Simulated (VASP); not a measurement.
Set up this calculation in VASP 6.6.1, as the native input.

* Task: single point
* Functional: PBE
* Potentials or basis: VASP PAW PBE potentials, release 64 (Mg, Zr_sv, O)
* Cutoff: 520 eV
* k mesh: 12 × 12 × 4
* Occupations: gaussian, width 0.1 eV
* Spin: no spin polarisation
* Dipole correction: no
* k mesh for the DOS: 18 × 18 × 6
* Occupations for the DOS: tetrahedron
* Further INCAR settings: ALGO = Normal; EDIFF = 1e-07; NBANDS = 31

The system is MgZr2O3.

```
Mg Zr O
1.0
     2.99961    0.00000    0.00000
    -1.49981    2.59774    0.00000
     0.00000    0.00000    8.69754
Mg Zr O
1 2 3
Cartesian
  0.0000 0.0000 4.3488
  0.0000 1.7318 1.5561
  1.4998 0.8659 7.1414
  0.0000 1.7318 5.5397
  1.4998 0.8659 3.1579
  0.0000 0.0000 0.0000
```

One way to write it, as run:

POSCAR

```
MgZr2O3
1.0
    2.9996116174      0.0000000000      0.0000000000
   -1.4998058087      2.5977398621      0.0000000000
    0.0000000000      0.0000000000      8.6975369690
Mg Zr O
1 2 3
Direct
    0.0000000000      0.0000000000      0.5000000000
    0.3333333333      0.6666666667      0.1789161874
    0.6666666667      0.3333333333      0.8210838126
    0.3333333333      0.6666666667      0.6369245374
    0.6666666667      0.3333333333      0.3630754626
    0.0000000000      0.0000000000      0.0000000000
```

INCAR.step1

```
ALGO = Normal
EDIFF = 1E-7
ENCUT = 520
GGA = PE
ISIF = 2
ISMEAR = 0
LASPH = True
LCHARG = True
LMAXMIX = 4
LREAL = False
LWAVE = False
NBANDS = 31
NELM = 100
PREC = Accurate
SIGMA = 0.1
```

KPOINTS.step1

```
k-points
0
Gamma
  12 12 4
```

INCAR.step2

```
ALGO = Normal
EDIFF = 1E-7
ENCUT = 520
GGA = PE
ICHARG = 11
ISIF = 2
ISMEAR = -5
LASPH = True
LCHARG = False
LMAXMIX = 4
LORBIT = 10
LREAL = False
LWAVE = False
NBANDS = 31
NEDOS = 2001
NELM = 100
PREC = Accurate
SIGMA = 0.1
```

KPOINTS.step2

```
k-points
0
Gamma
  18 18 6
```

Potentials or basis: VASP PAW PBE potentials, release 64 (Mg, Zr_sv, O).

Run with:

```bash
$ cat potpaw_PBE.64/Mg/POTCAR potpaw_PBE.64/Zr_sv/POTCAR potpaw_PBE.64/O/POTCAR > POTCAR
$ cp INCAR.step1 INCAR
$ cp KPOINTS.step1 KPOINTS
$ mpirun -np 1 vasp_std > vasp.out
$ cp INCAR.step2 INCAR
$ cp KPOINTS.step2 KPOINTS
$ mpirun -np 1 vasp_std > vasp.out
```

It gave:

The valence electrons inside the program's atomic spheres are Mg 0.39; Zr 9.92; O 5.06, 5.03 (each value once).

It took 8.6 min on 1 thread of Intel Xeon 8259CL (shared host), peak memory 0.47 GiB.
